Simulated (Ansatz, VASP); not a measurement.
## Si2W: VASP beside Ansatz

File INCAR:

```
PREC = Accurate
ENCUT = 520
EDIFF = 1E-6
ISMEAR = 0
SIGMA = 0.03
LREAL = F
LASPH = T
NELM = 80
ALGO = Normal
ISIF = 2
LWAVE = F
LCHARG = F
GGA = PE
NBANDS = 43
```

Contents of KPOINTS:

```
Automatic mesh
0
Gamma
  9 9 6
```

POSCAR

```
Si2W
1.0
    4.6646658316      0.0000000000      0.0000000000
   -2.3323329158      4.0397191103      0.0000000000
    0.0000000000      0.0000000000      6.5044100356
Si W
6 3
Direct
    0.8613670885      0.7227341769      0.5000000000
    0.1386329115      0.8613670885      0.8333333333
    0.7227341769      0.8613670885      0.1666666667
    0.1386329115      0.2772658231      0.5000000000
    0.8613670885      0.1386329115      0.8333333333
    0.2772658231      0.1386329115      0.1666666667
    0.0000000000      0.5000000000      0.1666666667
    0.5000000000      0.5000000000      0.8333333333
    0.5000000000      0.0000000000      0.5000000000
```

Input for Ansatz:

```yaml
crystal:
  lattice:
    - [4.6646658316, 0.0, 0.0]
    - [-2.3323329158, 4.0397191103, 0.0]
    - [0.0, 0.0, 6.5044100356]
  atoms:
    - { symbol: Si, position: [0.8613670885, 0.7227341769, 0.5] }
    - { symbol: Si, position: [0.1386329115, 0.8613670885, 0.8333333333] }
    - { symbol: Si, position: [0.7227341769, 0.8613670885, 0.1666666667] }
    - { symbol: Si, position: [0.1386329115, 0.2772658231, 0.5] }
    - { symbol: Si, position: [0.8613670885, 0.1386329115, 0.8333333333] }
    - { symbol: Si, position: [0.2772658231, 0.1386329115, 0.1666666667] }
    - { symbol: W, position: [0.0, 0.5, 0.1666666667] }
    - { symbol: W, position: [0.5, 0.5, 0.8333333333] }
    - { symbol: W, position: [0.5, 0.0, 0.5] }
basis:
  ecutwfc: 420
kpoints:
  mp_grid: { grid: [9, 9, 6] }
hamiltonian:
  xc: pbe
  pseudopotentials: { kind: paw, azcp: { folder: soft_1 } }
scf:
  occupations: { method: gaussian, width: 0.03 }
output:
  forces: true
  stress: true
  eigenvalues: true
```

Alike in both runs: task single point; functional PBE; k mesh 9 × 9 × 6; occupations gaussian, width 0.03 eV; no spin polarisation.

```csv
,VASP,Ansatz
version,VASP 6.6.1,Ansatz 0.2.0
potentials or method,"VASP PAW PBE potentials, release 64 (Si, W_sv), cutoff 520 eV","scalar-relativistic, plane waves, PAW"
valence electrons in the cell,66,66
```

```csv
,VASP,Ansatz,Ansatz less VASP
gap on the k mesh at the Fermi level (eV),none,none,-
pressure (GPa),6.7,6.7,+0.05
"traceless stress, the component that is largest in VASP (GPa)",-0.75,-0.73,+0.024
rms of the force components (eV/Å),1.964,1.973,+0.0093
```

Atom by atom the forces differ by 0.009 eV/Å (rms over components). A gap of «none» marks a metal or a gap that the smearing closes.

Spin-orbit coupling is off throughout.
